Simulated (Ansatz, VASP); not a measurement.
# Ge6N: VASP beside Ansatz

```
Ge N
1.0
     0.00000    4.49884    4.49884
     4.49884    0.00000    4.49884
     4.49884    4.49884    0.00000
Ge N
6 1
Direct
  0.40100 0.79701 0.40100
  0.40100 0.40100 0.40100
  0.79701 0.40100 0.40100
  0.40100 0.40100 0.79701
  0.00000 0.00000 0.00000
  0.25000 0.25000 0.25000
  0.75000 0.75000 0.75000
```

Alike in both runs: functional PBE; k mesh 8 × 8 × 8; occupations gaussian, width 0.1 eV; no spin polarisation.

Ansatz relaxed the structure, and its values are those at the end. VASP's run is a single point on that final structure, the one shown.

|  | VASP | Ansatz |
| --- | --- | --- |
| version | VASP 6.6.1 | Ansatz 0.2.0 |
| potentials or method | VASP PAW PBE potentials, release 64 (Ge_d, N), cutoff 520 eV | scalar-relativistic, plane waves, PAW |
| valence electrons in the cell | 89 | 89 |

```tsv
	VASP	Ansatz	Ansatz less VASP
gap on the k mesh at the Fermi level (eV)	none	none	-
pressure (GPa)	0.0	0.0	+0.05
rms of the force components (eV/Å)	0.003	0.001	-0.0025
```

A gap of «none» marks a metal or a gap that the smearing closes.
